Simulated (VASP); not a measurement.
# SnO (P4/nmm) in VASP: further runs, part 2 of 2

VASP 6.6.1.

## (5) Relaxation of cell and atoms, LDA

The input, INCAR:

```
PREC     = Accurate       # precision mode
ENCUT    = 600            # plane-wave cutoff, eV
EDIFF    = 1E-6           # SCF threshold, eV
ISMEAR   = -1             # smearing method
SIGMA    = 0.05           # smearing width, eV
LREAL    = F              # projectors in reciprocal space
LASPH    = T              # aspherical terms in the spheres
NELM     = 60             # most SCF steps
ALGO     = Normal         # electronic algorithm
ISIF     = 3              # what is computed and relaxed
LWAVE    = F              # write WAVECAR
LCHARG   = F              # write CHGCAR
IBRION   = 2              # ionic algorithm
NSW      = 60             # ionic steps
EDIFFG   = -0.01          # ionic threshold
```

The input, KPOINTS:

```
Automatic mesh
0
Gamma
  7 7 6
```

The input, POSCAR:

```
SnO
1.0
    3.8136952200      0.0000000000      0.0000000000
    0.0000000000      3.8136952200      0.0000000000
    0.0000000000      0.0000000000      4.8869133000
Sn O
2 2
Direct
    0.5000000000      0.0000000000      0.7646261400
    0.0000000000      0.5000000000      0.2353738600
    0.0000000000      0.0000000000      0.0000000000
    0.5000000000      0.5000000000      0.0000000000
```

Potentials or basis: VASP PAW LDA potentials, release 64 (Sn_d, O).

On the command line:

```sh
> cat potpaw_LDA.64/Sn_d/POTCAR potpaw_LDA.64/O/POTCAR > POTCAR
> mpirun -np 1 vasp_std > vasp.out
```

OUTCAR:

```text
PREC = Accurate
   ENCUT = 600
   EDIFF = 1E-6
   ISMEAR = -1
   LREAL = F
   LASPH = T
   NELM = 60
   ISIF = 3
   IBRION = 2
   NSW = 60
   EDIFFG = -0.01

 ion  position               nearest neighbor table
   1  0.500  0.000  0.765-   3 2.23   4 2.23   4 2.23   3 2.23   2 3.54   2 3.54   2 3.54   2 3.54
                             2 3.74   2 3.74   2 3.74   2 3.74
   2  0.000  0.500  0.235-   3 2.23   4 2.23   3 2.23   4 2.23   1 3.54   1 3.54   1 3.54   1 3.54
                             1 3.74   1 3.74   1 3.74   1 3.74
   3  0.000  0.000  0.000-   1 2.23   2 2.23   2 2.23   1 2.23
   4  0.500  0.500  0.000-   1 2.23   2 2.23   1 2.23   2 2.23

  LATTYP: Found a simple tetragonal cell.
 ALAT       =     3.8136952200
 C/A-ratio  =     1.2814116016

  Lattice vectors:

 A1 = (   3.8136952200,   0.0000000000,   0.0000000000)
 A2 = (   0.0000000000,   3.8136952200,   0.0000000000)
 A3 = (   0.0000000000,   0.0000000000,   4.8869133000)

Analysis of symmetry for initial positions (statically):
=====================================================================
 Subroutine PRICEL returns:
 Original cell was already a primitive cell.

 Routine SETGRP: Setting up the symmetry group for a
 simple tetragonal supercell.

 Subroutine GETGRP returns: Found 16 space group operations
 (whereof  8 operations were pure point group operations)
 out of a pool of 16 trial point group operations.

The static configuration has the point symmetry D_2d.
 The point group associated with its full space group is D_4h.

Analysis of symmetry for dynamics (positions and initial velocities):
=====================================================================
 Subroutine PRICEL returns:
 Original cell was already a primitive cell.

 Routine SETGRP: Setting up the symmetry group for a
 simple tetragonal supercell.

 Subroutine GETGRP returns: Found 16 space group operations
 (whereof  8 operations were pure point group operations)
[... 142 lines left out ...]
 maximum number of plane-waves:      2399
   NGX = 15   NGY = 15   NGZ = 19

--------------------------------------- Ionic step        1  -------------------------------------------

 number of electron      40.0000019 magnetization

 Free energy of the ion-electron system (eV)
  ---------------------------------------------------
  ext. energy  EPLUGINS =         0.00000000
  ---------------------------------------------------
  free energy    TOTEN  =       -25.70047769 eV

  energy without entropy =      -25.70025644  energy(sigma->0) =      -25.70036706

------------------------ aborting loop because EDIFF is reached ----------------------------------------

  FORCE on cell =-STRESS in cart. coord.  units (eV):
  Direction    XX          YY          ZZ          XY          YZ          ZX
  --------------------------------------------------------------------------------------
  -------------------------------------------------------------------------------------
  Total       -1.4463901     -1.4463901     -1.2189835      0.0000000      0.0000000      0.0000000
  in kB      -32.6038903    -32.6038903    -27.4777912      0.0000000      0.0000000      0.0000000
  external PRESSURE =     -30.8951906 kB  Pullay stress =       0.0000000 kB
[... 95 lines left out ...]
  FREE ENERGIE OF THE ION-ELECTRON SYSTEM (eV)
  ---------------------------------------------------
  free  energy   TOTEN  =       -25.7199768326 eV

  energy  without entropy=      -25.7195675707  energy(sigma->0) =      -25.71977220

[... ionic steps 4 to 12 ...]

--------------------------------------- Ionic step       13  -------------------------------------------

 number of electron      40.0000009 magnetization

------------------------ aborting loop because EDIFF is reached ----------------------------------------
[... 71 lines left out ...]
--------------------------------------- Ionic step       15  -------------------------------------------

 number of electron      40.0000006 magnetization

 Free energy of the ion-electron system (eV)
  ---------------------------------------------------
  ext. energy  EPLUGINS =         0.00000000
  ---------------------------------------------------
  free energy    TOTEN  =       -25.74500781 eV

  energy without entropy =      -25.74198236  energy(sigma->0) =      -25.74349509

 E-fermi :   7.7120     XC(G=0): -11.0424

 val. band max:        7.7017655399   @ k =   0.0000   0.0000   0.0000
 cond. band min:       8.1032167580   @ k =   0.4286   0.4286   0.1667
 fundamental gap:      0.4014512181
 Fermi energy:         7.7119800406

 k-point     1 :       0.0000    0.0000    0.0000
  band No.  band energies     occupation
      1     -14.3273      2.00000
      2     -13.8674      2.00000
      3     -13.8674      2.00000
      4     -13.8460      2.00000
      5     -13.8052      2.00000
      6     -13.7988      2.00000
[... 637 lines left out ...]
     23      12.4349      0.00000
     24      13.6914      0.00000

 [... further k-points ...]
[... 5 lines left out ...]
  --------------------------------------------------------------------------------------
  -------------------------------------------------------------------------------------
  Total        0.0226297      0.0226297      0.0387472      0.0000000      0.0000000      0.0000000
  in kB        0.5533498      0.5533498      0.9474586      0.0000000      0.0000000      0.0000000
  external PRESSURE =       0.6847194 kB  Pullay stress =       0.0000000 kB
[... 19 lines left out ...]
  FREE ENERGIE OF THE ION-ELECTRON SYSTEM (eV)
  ---------------------------------------------------
  free  energy   TOTEN  =       -25.7450078080 eV

  energy  without entropy=      -25.7419823635  energy(sigma->0) =      -25.74349509

 reached required accuracy - stopping structural energy minimisation
```

OSZICAR:

```text
N       E                     dE             d eps       ncg     rms          rms(c)
DAV:   1     0.418096483602E+03    0.41810E+03   -0.22347E+04  1936   0.274E+03
DAV:   2     0.314335663374E+02   -0.38666E+03   -0.37987E+03  2024   0.611E+02
[... 131 lines left out ...]
  14 F= -.25744974E+02 E0= -.25743463E+02  d E =-.919983E-03
       N       E                     dE             d eps       ncg     rms          rms(c)
DAV:   1    -0.257452531018E+02   -0.27885E-03   -0.18872E-02  2160   0.119E+00    0.105E-01
DAV:   2    -0.257451036069E+02    0.14949E-03   -0.69479E-04  2792   0.384E-01    0.613E-02
DAV:   3    -0.257450048328E+02    0.98774E-04   -0.18666E-04  2904   0.255E-01    0.797E-03
DAV:   4    -0.257450080384E+02   -0.32056E-05   -0.48285E-05  2232   0.790E-02    0.426E-03
DAV:   5    -0.257450078080E+02    0.23041E-06   -0.32746E-06  1768   0.316E-02
  15 F= -.25745008E+02 E0= -.25743495E+02  d E =-.339488E-04
```

It took 4.3 min on 1 thread of Intel Xeon 6975P-C (Granite Rapids), shared host; peak memory 0.2 GiB.

Results:

```yaml
Free_energy: -25.7450 eV
Relaxed_volume: 16.38 Å³/atom
Relaxed_cell: a = 3.765 Å, b = 3.765 Å, c = 4.623 Å, α = 90.00°, β = 90.00°, γ = 90.00°
Space_group_after_relaxing_to_0.05_Å: P4/nmm (No. 129)
Energy_gained_by_relaxing: 11.1 meV/atom
Ionic_steps: 15
Pressure_after_relaxing: 0.1 GPa
Largest_force_after_relaxing: 0.004 eV/Å
Band_gap_on_the_k_mesh: zero (band 20 reaches 7.70 eV, above the bottom of band 21 at 7.67 eV)
```

Forces on the atoms (eV/Å):
```
Sn   0.000  0.000  0.004
Sn   0.000  0.000 -0.004
O    0.000  0.000  0.000
O    0.000  0.000  0.000
```

The path:
```tsv
step	energy change (eV)	largest force (eV/Å)	pressure (GPa)	volume (Å³)
1	0.0000	0.1316	-3.09	71.08
2	-0.0059	0.7179	2.41	67.61
3	-0.0195	0.3156	-0.19	69.16
4	-0.0270	0.1945	-0.18	68.53
5	-0.0322	0.0188	-0.14	67.60
6	-0.0324	0.0252	-0.15	67.36
7	-0.0387	0.0166	0.12	66.65
8	-0.0434	0.0744	0.58	65.56
9	-0.0436	0.0852	0.70	65.33
10	-0.0389	0.2689	-1.46	65.89
11	-0.0445	0.0179	0.05	65.49
12	-0.0445	0.0224	0.08	65.50
13	-0.0431	0.1465	-0.69	65.70
14	-0.0445	0.0214	0.00	65.50
15	-0.0445	0.0042	0.07	65.52
```

Final structure:
```
Sn O
1.0
     3.76487    0.00000    0.00000
     0.00000    3.76487    0.00000
     0.00000    0.00000    4.62265
Sn O
2 2
Direct
  0.50000 0.00000 0.75115
  0.00000 0.50000 0.24885
  0.00000 0.00000 0.00000
  0.50000 0.50000 0.00000
```

Levels at points of the mesh, in eV from the Fermi level:
```
           k point  band 18  band 19  band 20  band 21  band 22  band 23
(0.00, 0.00, 0.00)    -3.33    -3.33    -0.01     2.32     4.43     4.43
(0.00, 0.00, 0.50)    -3.35    -2.73    -2.32     1.55     2.55     2.55
```

Caveat: spin-orbit coupling is left out, which moves the levels of the heavy elements.

## (6) The runs side by side

| task | level | potentials or basis | cell | cutoff (eV) | smearing | gap on the mesh (eV) | pressure (GPa) | relaxed volume (Å³/atom) | largest force (eV/Å) |
| --- | --- | --- | --- | --- | --- | --- | --- | --- | --- |
| single point | PBE | VASP PAW PBE potentials, release 64 (Sn_d, O) | a = 3.814, b = 3.814, c = 4.887 Å, 4 atoms | 520 | gaussian 0.011 eV | 0.38 | 3.8 | - | 0.46 |
| single point | PBE | VASP PAW PBE potentials, release 64 (Sn_d, O) | a = 3.868, b = 3.868, c = 5.067 Å, 4 atoms | 520 | fermi-dirac 0.05 eV | 0.72 | 0.2 | - | 0.08 |
| relaxation of cell and atoms | PBE | VASP PAW PBE potentials, release 64 (Sn_d, O) | relaxed from a = 3.814, b = 3.814, c = 4.887 Å, 4 atoms | 600 | fermi-dirac 0.05 eV | 0.65 | 0.0 | 18.81 | 0.01 |
| relaxation of cell and atoms | LDA | VASP PAW LDA potentials, release 64 (Sn_d, O) | relaxed from a = 3.814, b = 3.814, c = 4.887 Å, 4 atoms | 600 | fermi-dirac 0.05 eV | none | 0.1 | 16.38 | - |

Alike in all rows: no spin polarisation; k mesh 7 × 7 × 6.

Caveats: spin-orbit coupling is left out, which moves the levels of the heavy elements.

Total energies depend on the potentials used, so only differences within one code and one set of settings carry meaning.
